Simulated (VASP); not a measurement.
Input of a VASP 6.6.1 run:

INCAR

```
SYSTEM = Os2W
PREC = Accurate
ENCUT = 520
EDIFF = 1E-7
ISMEAR = 0
SIGMA = 0.1
LREAL = .False.
LASPH = .True.
NELM = 60
ALGO = Normal
ISIF = 2
LWAVE = .False.
LCHARG = .True.
GGA = PE
LELF = .True.
LVHAR = .True.
NBANDS = 39
```

Contents of KPOINTS:

```
Automatic mesh
0
Gamma
  4 4 4
  0 0 0
```

Contents of POSCAR:

```
Os2W
1.0
    4.6981460216      0.0000000000      0.0000000000
    0.0000000000      4.6981460216      0.0000000000
    0.0000000000      0.0000000000      4.7549183900
Os W
4 2
Direct
    0.2504092907      0.5000000000      0.0000000000
    0.7495907093      0.5000000000      0.0000000000
    0.5000000000      0.2504092907      0.5000000000
    0.5000000000      0.7495907093      0.5000000000
    0.0000000000      0.0000000000      0.2500000000
    0.0000000000      0.0000000000      0.7500000000
```

Potentials or basis: VASP PAW PBE potentials, release 64 (Os, W_sv).

Run with:

```console
$ cat potpaw_PBE.64/Os/POTCAR potpaw_PBE.64/W_sv/POTCAR > POTCAR
$ mpirun -np 1 vasp_std > vasp.out
```

(1) Predict the band gap on the k mesh.

(2) Predict the largest force.

(3) Estimate the pressure.

Results:

(1) zero (bands 30 and 31 overlap by 1.74 eV).

(2) 0.004 eV/Å.

(3) -0.1 GPa.

Caveat: spin-orbit coupling is left out, which moves the levels of the heavy elements.
